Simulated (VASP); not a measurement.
Here is a VASP 6.6.1 calculation.

Contents of INCAR:

```
SYSTEM = Si2Ni
PREC = Accurate ; ENCUT = 520
EDIFF = 1E-6 ; ISMEAR = 0
SIGMA = 0.1 ; LREAL = Auto
LASPH = .TRUE. ; NELM = 100
ALGO = Fast ; ISIF = 2
LWAVE = .FALSE. ; LCHARG = .FALSE.
LDIPOL = .TRUE. ; IDIPOL = 3
DIPOL = 0.5 0.5 0.500 ; GGA = PE
IBRION = 2 ; NSW = 80
EDIFFG = -0.02
```

File KPOINTS:

```
regular mesh
0
G
  9 9 1
  0 0 0
```

Contents of POSCAR:

```
Si2Ni
1.0
    3.8515146162      0.0000000000      0.0000000000
   -1.9257573081      3.3355095007      0.0000000000
    0.0000000000      0.0000000000     29.1513683199
Si Ni
10 5
Direct
    0.0000000000      0.0000000000      0.2572778031
    0.3333333333      0.6666666667      0.3112160691
    0.6666666667      0.3333333333      0.3651543351
    0.0000000000      0.0000000000      0.4190926010
    0.3333333333      0.6666666667      0.4730308670
    0.6666666667      0.3333333333      0.5269691330
    0.0000000000      0.0000000000      0.5809073990
    0.3333333333      0.6666666667      0.6348456649
    0.6666666667      0.3333333333      0.6887839309
    0.0000000000      0.0000000000      0.7427221969
    0.6666666667      0.3333333333      0.2842469361
    0.3333333333      0.6666666667      0.3921234681
    0.0000000000      0.0000000000      0.5000000000
    0.6666666667      0.3333333333      0.6078765319
    0.3333333333      0.6666666667      0.7157530639
```

Potentials or basis: VASP PAW PBE potentials, release 64 (Si, Ni).

The run is started by

```sh
$ cat potpaw_PBE.64/Si/POTCAR potpaw_PBE.64/Ni/POTCAR > POTCAR
$ mpirun -np 1 vasp_std > vasp.out
```

(1) Predict the band gap on the k mesh.

(2) Estimate the energy gained by relaxing.

## Answers

(1) zero (bands 45 and 46 overlap by 1.38 eV).

(2) 7.6 meV/atom.
